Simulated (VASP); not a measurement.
Input of a VASP 6.6.1 run:

Contents of INCAR:

```
SYSTEM = Ga3N2
PREC = Accurate ; ENCUT = 520
EDIFF = 1E-6 ; ISMEAR = 0
SIGMA = 0.1 ; LREAL = .FALSE.
LASPH = .TRUE. ; NELM = 150
ALGO = Normal ; ISIF = 2
LWAVE = .FALSE. ; LCHARG = .FALSE.
ISPIN = 2 ; MAGMOM = 0 0 0 1 1
LORBIT = 11 ; GGA = PE
NBANDS = 36
```

The input KPOINTS:

```
Automatic mesh
0
G
  4 4 4
  0 0 0
```

The input POSCAR:

```
Ga3N2
1.0
    4.1798029988      0.0000000000      0.0000000000
    0.0000000000      4.1798029988      0.0000000000
    0.0000000000      0.0000000000      4.1798029988
Ga N
3 2
Direct
    0.0000000000      0.5000000000      0.5000000000
    0.5000000000      0.0000000000      0.5000000000
    0.5000000000      0.5000000000      0.0000000000
    0.0000000000      0.0000000000      0.0000000000
    0.5000000000      0.5000000000      0.5000000000
```

Potentials or basis: VASP PAW PBE potentials, release 64 (Ga_d, N).

Launch:

```sh
$ cat potpaw_PBE.64/Ga_d/POTCAR potpaw_PBE.64/N/POTCAR > POTCAR
$ mpirun -np 1 vasp_std > vasp.out
```

Q: Predict the pressure.

A: 0.0 GPa.

Q: Predict the net moment.

A: 0.00 μB per cell.

Caveat: the k points lie up to 0.38 Å⁻¹ apart.
